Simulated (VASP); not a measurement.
# InP (Fm-3m) in VASP: a series of runs, part 2 of 2

VASP 6.6.1.

## Step 3: Relaxation of cell and atoms, LDA

Contents of INCAR:

```
SYSTEM = InP
ALGO = Normal ; EDIFF = 1E-6
EDIFFG = -0.001 ; ENCUT = 600
GGA = CA ; IBRION = 2
ISIF = 3 ; ISMEAR = -1
LASPH = .TRUE. ; LCHARG = .FALSE.
LREAL = .FALSE. ; LWAVE = .FALSE.
NELM = 100 ; NSW = 80
PREC = Accurate ; SIGMA = 0.15
```

Contents of KPOINTS:

```
k-points
0
G
  14 14 14
  0 0 0
```

Contents of POSCAR:

```
InP
1.0
    0.0000000000      2.7087207016      2.7087207016
    2.7087207016      0.0000000000      2.7087207016
    2.7087207016      2.7087207016      0.0000000000
In P
1 1
Direct
    0.0000000000      0.0000000000      0.0000000000
    0.5000000000      0.5000000000      0.5000000000
```

Potentials or basis: VASP PAW LDA potentials, release 64 (In_d, P).

Started as:

```
> cat potpaw_LDA.64/In_d/POTCAR potpaw_LDA.64/P/POTCAR > POTCAR
> mpirun -np 1 vasp_std > vasp.out
```

OUTCAR:

```text
SYSTEM = InP
   EDIFF = 1E-6
   EDIFFG = -0.001
   ENCUT = 600
   GGA = CA
   IBRION = 2
   ISIF = 3
   ISMEAR = -1
   LASPH = .TRUE.
   LREAL = .FALSE.
   NELM = 100
   NSW = 80
   PREC = Accurate

 ion  position               nearest neighbor table
   1  0.000  0.000  0.000-   2 2.71   2 2.71   2 2.71   2 2.71   2 2.71   2 2.71
   2  0.500  0.500  0.500-   1 2.71   1 2.71   1 2.71   1 2.71   1 2.71   1 2.71

  LATTYP: Found a face centered cubic cell.
 ALAT       =     5.4174414032

  Lattice vectors:

 A1 = (   0.0000000000,   2.7087207016,   2.7087207016)
 A2 = (   2.7087207016,   0.0000000000,   2.7087207016)
 A3 = (   2.7087207016,   2.7087207016,   0.0000000000)

Analysis of symmetry for initial positions (statically):
=====================================================================
 Subroutine PRICEL returns:
 Original cell was already a primitive cell.

 Routine SETGRP: Setting up the symmetry group for a
 face centered cubic supercell.

 Subroutine GETGRP returns: Found 48 space group operations
 (whereof 48 operations were pure point group operations)
 out of a pool of 48 trial point group operations.

The static configuration has the point symmetry O_h .

Analysis of symmetry for dynamics (positions and initial velocities):
=====================================================================
 Subroutine PRICEL returns:
 Original cell was already a primitive cell.

 Routine SETGRP: Setting up the symmetry group for a
 face centered cubic supercell.

 Subroutine GETGRP returns: Found 48 space group operations
 (whereof 48 operations were pure point group operations)
 out of a pool of 48 trial point group operations.

The dynamic configuration has the point symmetry O_h .

 Subroutine INISYM returns: Found 48 space group operations
 (whereof 48 operations are pure point group operations),
 and found     1 'primitive' translations

----------------------------------------------------------------------------------------

                                     Primitive cell

[... 134 lines left out ...]
  ext. energy  EPLUGINS =         0.00000000
  ---------------------------------------------------
  free energy    TOTEN  =        -9.35597471 eV

  energy without entropy =       -9.28939498  energy(sigma->0) =       -9.32268485

------------------------ aborting loop because EDIFF is reached ----------------------------------------

  FORCE on cell =-STRESS in cart. coord.  units (eV):
  Direction    XX          YY          ZZ          XY          YZ          ZX
  --------------------------------------------------------------------------------------
  -------------------------------------------------------------------------------------
  Total        0.0493950      0.0493950      0.0493950      0.0000000      0.0000000     -0.0000000
  in kB        1.9910000      1.9910000      1.9910000      0.0000000      0.0000000     -0.0000000
  external PRESSURE =       1.9910000 kB  Pullay stress =       0.0000000 kB
[... 59 lines left out ...]
--------------------------------------- Ionic step        3  -------------------------------------------

 number of electron      18.0000003 magnetization

 Free energy of the ion-electron system (eV)
  ---------------------------------------------------
  ext. energy  EPLUGINS =         0.00000000
  ---------------------------------------------------
  free energy    TOTEN  =        -9.35603865 eV

  energy without entropy =       -9.28927496  energy(sigma->0) =       -9.32265681

 E-fermi :   7.6850     XC(G=0): -10.9300

 val. band max:        7.6815830892   @ k =  -0.1429   0.0714   0.0000
 cond. band min:       7.6909945376   @ k =   0.3571   0.0000   0.0000
 fundamental gap:      0.0094114485
 Fermi energy:         7.6849783048

 k-point     1 :       0.0000    0.0000    0.0000
  band No.  band energies     occupation
      1      -6.5906      2.00000
      2      -6.5906      2.00000
      3      -6.5622      2.00000
      4      -6.5622      2.00000
      5      -6.5622      2.00000
      6      -4.8420      2.00000
      7       7.3298      1.82867
      8       7.3298      1.82867
      9       7.3298      1.82867
     10       8.5529      0.00612
     11      14.7936      0.00000
     12      14.7936      0.00000
     13      14.7936      0.00000
[... 354 lines left out ...]
  band No.  band energies     occupation
      1      -6.6949      2.00000
      2      -6.5932      2.00000
      3      -6.5797      2.00000
      4      -6.5136      2.00000
      5      -6.4957      2.00000
      6      -3.8117      2.00000
      7       3.7784      2.00000
      8       6.5678      1.99884
      9       6.9140      1.98835
     10      10.0068      0.00000
     11      12.2906      0.00000
     12      13.3635      0.00000
     13      14.2000      0.00000

 [... further k-points ...]

------------------------ aborting loop because EDIFF is reached ----------------------------------------

  FORCE on cell =-STRESS in cart. coord.  units (eV):
  Direction    XX          YY          ZZ          XY          YZ          ZX
  --------------------------------------------------------------------------------------
  -------------------------------------------------------------------------------------
  Total       -0.0001606     -0.0001606     -0.0001606      0.0000000      0.0000000     -0.0000000
  in kB       -0.0064567     -0.0064567     -0.0064567      0.0000000      0.0000000     -0.0000000
  external PRESSURE =      -0.0064567 kB  Pullay stress =       0.0000000 kB
[... 17 lines left out ...]
  FREE ENERGIE OF THE ION-ELECTRON SYSTEM (eV)
  ---------------------------------------------------
  free  energy   TOTEN  =        -9.3560386541 eV

  energy  without entropy=       -9.2892749576  energy(sigma->0) =       -9.32265681

 reached required accuracy - stopping structural energy minimisation
```

OSZICAR:

```text
N       E                     dE             d eps       ncg     rms          rms(c)
DAV:   1     0.115626889546E+03    0.11563E+03   -0.96601E+03  2729   0.184E+03
DAV:   2    -0.178135955161E+01   -0.11741E+03   -0.11389E+03  2824   0.362E+02
DAV:   3    -0.945940769684E+01   -0.76780E+01   -0.74306E+01  3573   0.912E+01
[... 18 lines left out ...]
       N       E                     dE             d eps       ncg     rms          rms(c)
DAV:   1    -0.935623842273E+01   -0.21524E-03   -0.51603E-03  3629   0.160E+00    0.944E-02
DAV:   2    -0.935606662947E+01    0.17179E-03   -0.37100E-04  3614   0.498E-01    0.322E-02
DAV:   3    -0.935603894866E+01    0.27681E-04   -0.83580E-05  3649   0.218E-01    0.184E-02
DAV:   4    -0.935603865413E+01    0.29453E-06   -0.30797E-06  2731   0.192E-02
   3 F= -.93560387E+01 E0= -.93226568E+01  d E =-.639398E-04
```

CONTCAR:

```text
InP
   1.00000000000000
     0.0000000000000000    2.7109336581110921    2.7109336581110921
     2.7109336581110921    0.0000000000000000    2.7109336581110921
     2.7109336581110921    2.7109336581110921   -0.0000000000000000
  In              P
     1     1
Direct
     0.0000000000000000    0.0000000000000000    0.0000000000000000
     0.5000000000000000    0.5000000000000000    0.5000000000000000

  0.00000000E+00  0.00000000E+00  0.00000000E+00
  0.00000000E+00  0.00000000E+00  0.00000000E+00
```

Run time: 2.2 min. Hardware: 1 thread of AMD EPYC 7R43 (Zen 3), shared host; peak memory 0.18 GiB.

Results:

```yaml
Free_energy: -9.3560 eV
Relaxed_volume: 19.92 Å³/atom
Relaxed_cell: a = 3.834 Å, b = 3.834 Å, c = 3.834 Å, α = 60.00°, β = 60.00°, γ = 60.00°
Space_group_after_relaxing_to_0.05_Å: Fm-3m (No. 225)
Energy_gained_by_relaxing: 0.0 meV/atom
Ionic_steps: 3
Pressure_after_relaxing: 0.0 GPa
Band_gap_on_the_k_mesh: zero (band 9 reaches 8.01 eV, above the bottom of band 10 at 5.10 eV)
```

Final structure:
```
In P
1.0
     0.00000    2.71093    2.71093
     2.71093    0.00000    2.71093
     2.71093    2.71093    0.00000
In P
1 1
Direct
  0.00000 0.00000 0.00000
  0.50000 0.50000 0.50000
```

Caveat: spin-orbit coupling is left out, which moves the levels of the heavy elements.

## Step 4: Single point, LDA

This run uses another cell than the first one, of 15.49 Å³/atom, 0.779 times its volume.

Contents of INCAR:

```
  PREC = Accurate
  ENCUT = 520
  EDIFF = 1E-6
  ISMEAR = -1
  SIGMA = 0.15
  LREAL = F
  LASPH = T
  NELM = 80
  ALGO = Normal
  ISIF = 2
  LWAVE = F
  LCHARG = F
  NBANDS = 16
```

Contents of KPOINTS:

```
regular mesh
0
Gamma
  14 14 14
```

Contents of POSCAR:

```
InP
1.0
    0.0000000000      2.4927531715      2.4927531715
    2.4927531715      0.0000000000      2.4927531715
    2.4927531715      2.4927531715      0.0000000000
In P
1 1
Direct
    0.0000000000      0.0000000000      0.0000000000
    0.5000000000      0.5000000000      0.5000000000
```

Started as:

```
> cat potpaw_LDA.64/In_d/POTCAR potpaw_LDA.64/P/POTCAR > POTCAR
> mpirun -np 1 vasp_std > vasp.out
```

Run time: 25 s. Hardware: 1 thread of Intel Xeon 6975P-C (Granite Rapids), shared host; peak memory 0.17 GiB.

Results (log left out):

```
Free energy            : -8.4741 eV
Pressure               : 40.2 GPa
Band gap on the k mesh : zero (band 9 reaches 11.92 eV, above the bottom of band 10 at 9.21 eV)
```

Levels at points of the mesh, in eV from the Fermi level:
```
           k point  band 7  band 8  band 9  band 10  band 11  band 12
(0.00, 0.00, 0.00)   -0.67   -0.67   -0.67     3.36     7.10     7.10
(0.50, 0.00, 0.00)   -8.67    0.28    0.28     2.38     3.03     3.03
(0.50, 0.50, 0.00)   -7.33   -3.65   -3.65    -2.30     3.07    12.54
```

Caveat: spin-orbit coupling is left out, which moves the levels of the heavy elements.

## Step 5: Relaxation of cell and atoms, LDA, target pressure 40 GPa, at which the enthalpy is minimised

Contents of INCAR:

```
PREC     = Accurate       # precision mode
ENCUT    = 600            # plane-wave cutoff, eV
EDIFF    = 1E-6           # SCF threshold, eV
ISMEAR   = -1             # smearing method
SIGMA    = 0.15           # smearing width, eV
LREAL    = F              # projectors in reciprocal space
LASPH    = T              # aspherical terms in the spheres
NELM     = 100            # most SCF steps
ALGO     = Normal         # electronic algorithm
ISIF     = 3              # what is computed and relaxed
LWAVE    = F              # write WAVECAR
LCHARG   = F              # write CHGCAR
IBRION   = 2              # ionic algorithm
NSW      = 80             # ionic steps
EDIFFG   = -0.001         # ionic threshold
PSTRESS  = 400.0
```

Contents of KPOINTS:

```
Automatic mesh
0
Gamma
  14 14 14
```

Contents of POSCAR:

```
InP
1.0
    0.0000000000      2.7096323612      2.7096323612
    2.7096323612      0.0000000000      2.7096323612
    2.7096323612      2.7096323612      0.0000000000
In P
1 1
Direct
    0.0000000000      0.0000000000      0.0000000000
    0.5000000000      0.5000000000      0.5000000000
```

Started as:

```
> cat potpaw_LDA.64/In_d/POTCAR potpaw_LDA.64/P/POTCAR > POTCAR
> mpirun -np 1 vasp_std > vasp.out
```

It took 4.3 min on 1 thread of Intel Xeon 6975P-C (Granite Rapids), shared host; peak memory 0.22 GiB.

Results (log left out):

```
Free energy                                            : -8.4839 eV
Relaxed volume                                         : 15.51 Å³/atom
Relaxed cell                                           : a = 3.527 Å, b = 3.527 Å, c = 3.527 Å, α = 60.00°, β = 60.00°, γ = 60.00°
Space group after relaxing (to 0.05 Å)                 : Fm-3m (No. 225)
Energy change on relaxing (the enthalpy is what falls) : +436.1 meV/atom
Ionic steps                                            : 35
Pressure after relaxing                                : 40.0 GPa
Band gap on the k mesh                                 : zero (band 9 reaches 11.90 eV, above the bottom of band 10 at 9.19 eV)
```

Step by step:
```
step  energy change (eV)  largest force (eV/Å)  pressure (GPa)  volume (Å³)
   1              0.0000                0.0000            0.11        39.79
   2             15.3366                0.0000          458.29        17.54
   3              0.5347                0.0000           28.58        32.60
   4              0.7066                0.0000           34.46        31.73
   5              0.8815                0.0000           40.24        30.98
   6              0.8414                0.0000           39.00        31.14
   7              0.8432                0.0000           39.06        31.13
   8              0.8486                0.0000           39.23        31.11
   9              0.8487                0.0000           39.24        31.11
  10              0.8489                0.0000           39.24        31.11
  11              0.8493                0.0000           39.24        31.11
  12              0.8502                0.0000           39.30        31.10
  13              0.8520                0.0000           39.35        31.10
  14              0.8556                0.0000           39.47        31.08
  15              0.8628                0.0000           39.71        31.05
  16              0.8772                0.0000           40.15        30.99
  17              0.8722                0.0000           40.01        31.01
  18              0.8717                0.0000           40.01        31.02
  19              0.8672                0.0000           39.85        31.03
  20              0.8712                0.0000           39.97        31.02
  21              0.8713                0.0000           39.97        31.02
  22              0.8713                0.0000           39.98        31.02
  23              0.8713                0.0000           39.98        31.02
  24              0.8713                0.0000           39.98        31.02
  25              0.8713                0.0000           39.98        31.02
  26              0.8713                0.0000           39.98        31.02
  27              0.8713                0.0000           39.98        31.02
  28              0.8713                0.0000           39.98        31.02
  29              0.8714                0.0000           39.98        31.02
  30              0.8715                0.0000           39.98        31.02
  31              0.8717                0.0000           39.98        31.02
  32              0.8720                0.0000           39.98        31.02
  33              0.8728                0.0000           40.03        31.01
  34              0.8723                0.0000           40.03        31.01
  35              0.8721                0.0000           40.01        31.02
```

Final structure:
```
In P
1.0
     0.00000    2.49372    2.49372
     2.49372    0.00000    2.49372
     2.49372    2.49372    0.00000
In P
1 1
Direct
  0.00000 0.00000 0.00000
  0.50000 0.50000 0.50000
```

Levels at points of the mesh, in eV from the Fermi level:
```tsv
k point	band 6	band 7	band 8	band 9	band 10	band 11	band 12	band 13
(0.00, 0.00, 0.00)	-14.90	-0.67	-0.67	-0.67	3.35	7.10	7.10	7.10
(0.50, 0.00, 0.00)	-11.64	-8.66	0.28	0.28	2.38	3.04	3.04	7.66
(0.50, 0.50, 0.00)	-9.19	-7.32	-3.64	-3.64	-2.30	3.07	12.53	12.53
```

Caveat: the cell is relaxed towards a set pressure, so the enthalpy falls and the energy may rise; the volume moved by over 15 % at a fixed basis, so the end points are rough; spin-orbit coupling is left out, which moves the levels of the heavy elements.

## Step 6: Summary

```csv
task,cell,cutoff (eV),gap on the mesh (eV),pressure (GPa)
single point,"a = 3.832 Å, angles 60.0°, 2 atoms",520,none,0.1
relaxation of cell and atoms,"relaxed from a = 3.831 Å, angles 60.0°, 2 atoms",600,none,0.0
single point,"a = 3.525 Å, angles 60.0°, 2 atoms",520,none,40.2
relaxation of cell and atoms,"relaxed to 40 GPa from a = 3.832 Å, angles 60.0°, 2 atoms",600,none,40.0
```

Alike in all rows: level LDA; potentials or basis VASP PAW LDA potentials, release 64 (In_d, P); no spin polarisation; k mesh 14 × 14 × 14; smearing fermi-dirac 0.15 eV.

Caveats: spin-orbit coupling is left out, which moves the levels of the heavy elements; the cell is relaxed towards a set pressure, so the enthalpy falls and the energy may rise (some runs); the volume moved by over 15 % at a fixed basis, so the end points are rough (some runs).

Absolute energies hang on the potentials; compare differences alone.
